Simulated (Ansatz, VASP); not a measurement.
## One calculation of BaS, two programs

The input INCAR:

```
PREC = Accurate
ENCUT = 520
EDIFF = 1E-8
ISMEAR = -1
SIGMA = 0.02
LREAL = F
LASPH = T
NELM = 80
ALGO = Normal
ISIF = 2
LWAVE = F
LCHARG = F
GGA = PE
LEFG = T
NBANDS = 15
```

KPOINTS

```
regular mesh
0
Gamma
  8 8 8
```

File POSCAR:

```
BaS
1.0
    0.0000000000      3.2461158646      3.2461158646
    3.2461158646      0.0000000000      3.2461158646
    3.2461158646      3.2461158646      0.0000000000
Ba S
1 1
Direct
    0.0000000000      0.0000000000      0.0000000000
    0.5000000000      0.5000000000      0.5000000000
```

Input for Ansatz:

```yaml
crystal:
  lattice:
    - [0.0, 3.2461158646, 3.2461158646]
    - [3.2461158646, 0.0, 3.2461158646]
    - [3.2461158646, 3.2461158646, 0.0]
  atoms:
    - { symbol: Ba, position: [0.0, 0.0, 0.0] }
    - { symbol: S, position: [0.5, 0.5, 0.5] }
kpoints:
  mp_grid: { grid: [8, 8, 8] }
scf:
  occupations: { method: fermi_dirac, width: 0.02 }
hamiltonian:
  xc: pbe
  pseudopotentials: { kind: paw }
output:
  forces: true
  stress: true
  eigenvalues: true
  efg: { contact_densities: true }
```

Change from the starting cell: volume scaled by 1.05, PAW files.

Alike in both runs: task electric field gradients; functional PBE; k mesh 8 × 8 × 8; occupations fermi-dirac, width 0.02 eV; no spin polarisation.

|  | VASP | Ansatz |
| --- | --- | --- |
| version | VASP 6.6.1 | Ansatz 0.2.0 |
| potentials or method | VASP PAW PBE potentials, release 64 (Ba_sv, S) | PAW with Ansatz's default frozen-core files, scalar-relativistic |
| plane-wave cutoff (eV) | 520 | 420 |
| valence electrons in the cell | 16 | 16 |

```tsv
	VASP	Ansatz	Ansatz less VASP
gap on the k mesh at the Fermi level (eV)	2.18	2.27	+0.089
pressure (GPa)	-0.7	-1.2	-0.49
```

Spin-orbit coupling is off throughout.
